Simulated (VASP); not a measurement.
# C (P6_3/mmc) in VASP: further runs

The runs below take C through single point, with PBEsol.

Program: VASP 6.6.1. These are calculated values, not measurements. Logs are shortened: lines on timing, memory, paths and dates and some standing lists are left out, and cuts for length are marked.

### Step 1. The cell of the first run

It takes space group P6_3/mmc (No. 194, hexagonal). Conventional cell: a = 1.706 Å, b = 1.706 Å, c = 6.312 Å, α = 90.00°, β = 90.00°, γ = 120.00°. C (site symmetry -6m2) has 6 C at 1.71 Å within 2.3 Å.

### Step 2. Single point, PBEsol

Input file INCAR:

```
  PREC = Accurate
  ENCUT = 520
  EDIFF = 1E-7
  ISMEAR = -1
  SIGMA = 0.05
  LREAL = F
  LASPH = T
  NELM = 80
  ALGO = Normal
  ISIF = 2
  LWAVE = F
  LCHARG = F
  GGA = PS
  NBANDS = 11
```

Input file KPOINTS:

```
Automatic mesh
0
Gamma
  24 24 13
```

Input file POSCAR:

```
C
1.0
    1.7062526236      0.0000000000      0.0000000000
   -0.8531263118      1.4776581173      0.0000000000
    0.0000000000      0.0000000000      6.3117731547
C
2
Direct
    0.3333333333      0.6666666667      0.2500000000
    0.6666666667      0.3333333333      0.7500000000
```

Potentials or basis: VASP PAW PBE potentials, release 64 (C).

Run with:

```bash
$ cat potpaw_PBE.64/C/POTCAR > POTCAR
$ mpirun -np 1 vasp_std > vasp.out
```

OUTCAR:

```text
PREC = Accurate
   ENCUT = 520
   EDIFF = 1E-7
   ISMEAR = -1
   LREAL = F
   LASPH = T
   NELM = 80
   ISIF = 2
   GGA = PS

 ion  position               nearest neighbor table
   1  0.333  0.667  0.250-
   2  0.667  0.333  0.750-

  LATTYP: Found a hexagonal cell.
 ALAT       =     1.7062526236
 C/A-ratio  =     3.6992020217

  Lattice vectors:

 A1 = (   1.7062526236,   0.0000000000,   0.0000000000)
 A2 = (  -0.8531263118,   1.4776581173,   0.0000000000)
 A3 = (   0.0000000000,   0.0000000000,   6.3117731547)

Analysis of symmetry for initial positions (statically):
=====================================================================
 Subroutine PRICEL returns:
 Original cell was already a primitive cell.

 Routine SETGRP: Setting up the symmetry group for a
 hexagonal supercell.

 Subroutine GETGRP returns: Found 24 space group operations
 (whereof 12 operations were pure point group operations)
 out of a pool of 24 trial point group operations.

The static configuration has the point symmetry D_3d.
 The point group associated with its full space group is D_6h.

Analysis of symmetry for dynamics (positions and initial velocities):
=====================================================================
 Subroutine PRICEL returns:
 Original cell was already a primitive cell.

 Routine SETGRP: Setting up the symmetry group for a
 hexagonal supercell.

 Subroutine GETGRP returns: Found 24 space group operations
 (whereof 12 operations were pure point group operations)
 out of a pool of 24 trial point group operations.

The dynamic configuration has the point symmetry D_3d.
 The point group associated with its full space group is D_6h.

 Subroutine INISYM returns: Found 24 space group operations
 (whereof 12 operations are pure point group operations),
 and found     1 'primitive' translations

----------------------------------------------------------------------------------------

                                     Primitive cell

  volume of cell :      15.9136

  direct lattice vectors                    reciprocal lattice vectors
     1.706252624  0.000000000  0.000000000     0.586079685  0.338373264  0.000000000
    -0.853126312  1.477658117  0.000000000     0.000000000  0.676746528  0.000000000
     0.000000000  0.000000000  6.311773155     0.000000000  0.000000000  0.158434084

[... 88 lines left out ...]
   NFREE  =      0    steps in history (QN), initial steepest desc. (CG)
   ISIF   =      2    stress and relaxation
   ISYM   =      2    0-nonsym 1-usesym 2-fastsym
   POTIM  = 0.5000    time-step for ionic-motion
   TEBEG  =    0.0;   TEEND  =   0.0 temperature during run
   PSTRESS=    0.0 pullay stress
   NELECT =       8.0000    total number of electrons
   NUPDOWN=      -1.0000    fix difference up-down
   EMIN   =  10.00;   EMAX   =-10.00  energy-range for DOS
   EFERMI =   0.00;   METHOD = LEGACY
   ISMEAR =    -1;   SIGMA  =   0.05  broadening in eV -4-tet -1-fermi 0-gaus
   EFERMI_NEDOS =   21; number of points for ismear=-14 and -15
   IALGO  =     38    algorithm
   IMIX   =      4    mixing-type and parameters
     AMIX     =   0.40;   BMIX     =  1.00
     AMIX_MAG =   1.60;   BMIX_MAG =  1.00
  volume/ion in A,a.u.               =       7.96        53.70
  Fermi-wavevector in a.u.,A,eV,Ry     =   1.301713  2.459881 23.054486  1.694457
  Thomas-Fermi vector in A             =   2.432829
   LORBIT       =      0    0 simple, 1 ext, 2 COOP (PROOUT), +10 PAW based schemes
   GGA     = PS    functional components
   LHFCALC =     F    Hartree Fock is set to
   AEXX    =    0.0000 exact exchange contribution
   IVDW    =     0    specifies the selected vdW correction
   LEPSILON=     F    determine dielectric tensor
   LRPA    =     F    only Hartree local field effects (RPA)
 non-spin polarized calculation
  energy-cutoff  :      520.00
  volume of cell :       15.91
 maximum number of plane-waves:       449
 NGX is ok and might be reduce to    14

 number of electron       7.9999999 magnetization

 Free energy of the ion-electron system (eV)
  ---------------------------------------------------
  ext. energy  EPLUGINS =         0.00000000
  ---------------------------------------------------
  free energy    TOTEN  =       -11.56983453 eV

  energy without entropy =      -11.56425944  energy(sigma->0) =      -11.56704698

 E-fermi :   6.6965     XC(G=0): -11.5333

 val. band max:        6.6945902365   @ k =   0.3333   0.0833   0.4615
 cond. band min:       6.6989821494   @ k =   0.2500   0.2500   0.4615
 fundamental gap:      0.0043919128
 Fermi energy:         6.6965494986

 k-point     1 :       0.0000    0.0000    0.0000
  band No.  band energies     occupation
      1     -15.0583      2.00000
      2     -14.6235      2.00000
      3      -3.3497      2.00000
      4      -0.6386      2.00000
      5      10.3040      0.00000
      6      18.5144      0.00000
      7      23.1852      0.00000
      8      23.1852      0.00000
      9      23.1915      0.00000
     10      23.1915      0.00000
     11      26.2338      0.00000
[... 309 lines left out ...]
 k-point    24 :       0.4583    0.0417    0.0000
  band No.  band energies     occupation
      1      -4.7987      2.00000
      2      -4.6908      2.00000
      3       1.8829      2.00000
      4       2.1096      2.00000
      5       8.6033      0.00000
      6       9.3914      0.00000
      7      16.0764      0.00000
      8      16.1134      0.00000
      9      19.6071      0.00000
     10      22.0739      0.00000
     11      25.3918      0.00000

 [... further k-points ...]

------------------------ aborting loop because EDIFF is reached ----------------------------------------

  FORCE on cell =-STRESS in cart. coord.  units (eV):
  Direction    XX          YY          ZZ          XY          YZ          ZX
  --------------------------------------------------------------------------------------
  -------------------------------------------------------------------------------------
  Total        0.0209330      0.0209330     -0.0092721     -0.0000000     -0.0000000      0.0000000
  in kB        2.1075267      2.1075267     -0.9335134     -0.0000000     -0.0000000      0.0000000
  external PRESSURE =       1.0938466 kB  Pullay stress =       0.0000000 kB

 VOLUME and BASIS-vectors are now :
 -----------------------------------------------------------------------------
  energy-cutoff  :      520.00
  volume of cell :       15.91
      direct lattice vectors                 reciprocal lattice vectors
     1.706252624  0.000000000  0.000000000     0.586079685  0.338373264  0.000000000
    -0.853126312  1.477658117  0.000000000     0.000000000  0.676746528  0.000000000
     0.000000000  0.000000000  6.311773155     0.000000000  0.000000000  0.158434084

 POSITION                                       TOTAL-FORCE (eV/Angst)
 -----------------------------------------------------------------------------------
     -0.00000      0.98511      1.57794        -0.000000      0.000000      0.000000
      0.85313      0.49255      4.73383         0.000000     -0.000000      0.000000
 -----------------------------------------------------------------------------------
    total drift:                               -0.000000      0.000000     -0.000000

  FREE ENERGIE OF THE ION-ELECTRON SYSTEM (eV)
  ---------------------------------------------------
  free  energy   TOTEN  =       -11.5698345302 eV

  energy  without entropy=      -11.5642594375  energy(sigma->0) =      -11.56704698
```

OSZICAR:

```text
N       E                     dE             d eps       ncg     rms          rms(c)
DAV:   1     0.103041693328E+02    0.10304E+02   -0.44686E+03  9899   0.667E+02
DAV:   2    -0.110322278534E+02   -0.21336E+02   -0.20229E+02 12589   0.119E+02
DAV:   3    -0.116883909908E+02   -0.65616E+00   -0.64964E+00 10503   0.163E+01
DAV:   4    -0.116908786328E+02   -0.24876E-02   -0.24872E-02 10448   0.126E+00
DAV:   5    -0.116908854932E+02   -0.68604E-05   -0.68599E-05 10637   0.640E-02    0.304E+00
DAV:   6    -0.115952688535E+02    0.95617E-01   -0.69912E-02  9727   0.149E+00    0.178E+00
DAV:   7    -0.115700901817E+02    0.25179E-01   -0.69810E-02  9637   0.155E+00    0.323E-01
DAV:   8    -0.115698773726E+02    0.21281E-03   -0.36448E-03  9961   0.399E-01    0.330E-02
DAV:   9    -0.115698288772E+02    0.48495E-04   -0.16742E-04 10564   0.836E-02    0.262E-02
DAV:  10    -0.115698351589E+02   -0.62817E-05   -0.10211E-05 10228   0.231E-02    0.508E-03
DAV:  11    -0.115698346299E+02    0.52901E-06   -0.65641E-07 10498   0.525E-03    0.600E-04
DAV:  12    -0.115698345302E+02    0.99715E-07   -0.31177E-08  6602   0.137E-03
   1 F= -.11569835E+02 E0= -.11567047E+02  d E =-.557509E-02
```

stdout:

```text
POSCAR found type information on POSCAR C
 POSCAR found :  1 types and       2 ions
 scaLAPACK will be used
 -----------------------------------------------------------------------------
|                                                                             |
|                                                                             |
|     You enforced a specific xc type in the INCAR file but a different       |
|     I HOPE YOU KNOW WHAT YOU ARE DOING!                                     |
|                                                                             |
 -----------------------------------------------------------------------------

 LDA part: xc-table for (Slater+PW92), standard interpolation
 POSCAR, INCAR and KPOINTS ok, starting setup
 FFT: planning ... GRIDC
 FFT: planning ... GRID_SOFT
 FFT: planning ... GRID
 WAVECAR not read
 entering main loop
```

Wall time 59 s (1 thread of Intel Xeon 8259CL, shared host); peak memory 0.17 GiB.

What came out:

* Free energy: -11.5698 eV
* Pressure: 0.1 GPa
* Band gap on the k mesh: zero (bands 4 and 5 overlap by 1.96 eV)

Stress tensor (GPa, compression positive):
```
 0.21  0.00  0.00
 0.00  0.21  0.00
 0.00  0.00 -0.09
```

Levels at points of the mesh, in eV from the Fermi level:
| k point | band 1 | band 2 | band 3 | band 4 | band 5 | band 6 | band 7 | band 8 |
| --- | --- | --- | --- | --- | --- | --- | --- | --- |
| (0.00, 0.00, 0.00) | -21.75 | -21.32 | -10.05 | -7.34 | 3.61 | 11.82 | 16.49 | 16.49 |
| (0.50, 0.00, 0.00) | -11.41 | -11.33 | -5.04 | -4.81 | 2.04 | 2.68 | 9.78 | 9.82 |

Caveat: the PAW data sets were made with another functional, which shifts forces and pressure a little.

### Step 3. Single point, PBEsol

This run uses another cell than the first one: it holds 4 atoms, not 2.

Input file INCAR:

```
ALGO = Normal
EDIFF = 1E-7
ENCUT = 520
GGA = PS
ISIF = 2
ISMEAR = -1
LASPH = T
LCHARG = F
LREAL = F
LWAVE = F
NBANDS = 16
NELM = 80
PREC = Accurate
SIGMA = 0.05
```

Input file KPOINTS:

```
k-points
0
Gamma
  19 5 11
```

Input file POSCAR:

```
C
1.0
   -0.8531263118      1.4776581173      0.0000000000
    0.0000000000      0.0000000000      6.3117731547
    2.5593789354      1.4776581173      0.0000000000
C
4
Direct
    0.5000000000      0.2500000000      0.1666666670
    0.0000000000      0.2500000000      0.6666666670
    0.0000000000      0.7500000000      0.3333333330
    0.5000000000      0.7500000000      0.8333333330
```

Potentials or basis: VASP PAW PBE potentials, release 64 (C).

Run with:

```bash
$ cat potpaw_PBE.64/C/POTCAR > POTCAR
$ mpirun -np 1 vasp_std > vasp.out
```

Run time: 96 s. Hardware: 1 thread of Intel Xeon 8259CL, shared host; peak memory 0.18 GiB.

The run converged. Its results:

```yaml
Free_energy: -23.1248 eV
Pressure: -1.2 GPa
Band_gap_on_the_k_mesh: zero (bands 8 and 9 overlap by 2.11 eV)
```

Stress tensor (GPa, compression positive):
```
-7.16 -8.95  0.00
-8.95  3.17  0.00
 0.00  0.00  0.47
```

Levels at points of the mesh, in eV from the Fermi level:
```
           k point  band 4  band 5  band 6  band 7  band 8  band 9  band 10  band 11  band 12  band 13
(0.00, 0.00, 0.00)  -11.46  -10.16   -7.45   -5.16   -4.93    1.92     2.57     3.50     9.65     9.68
```

Caveat: the stress differs along the axes, from -7 to 3 GPa; the PAW data sets were made with another functional, which shifts forces and pressure a little.
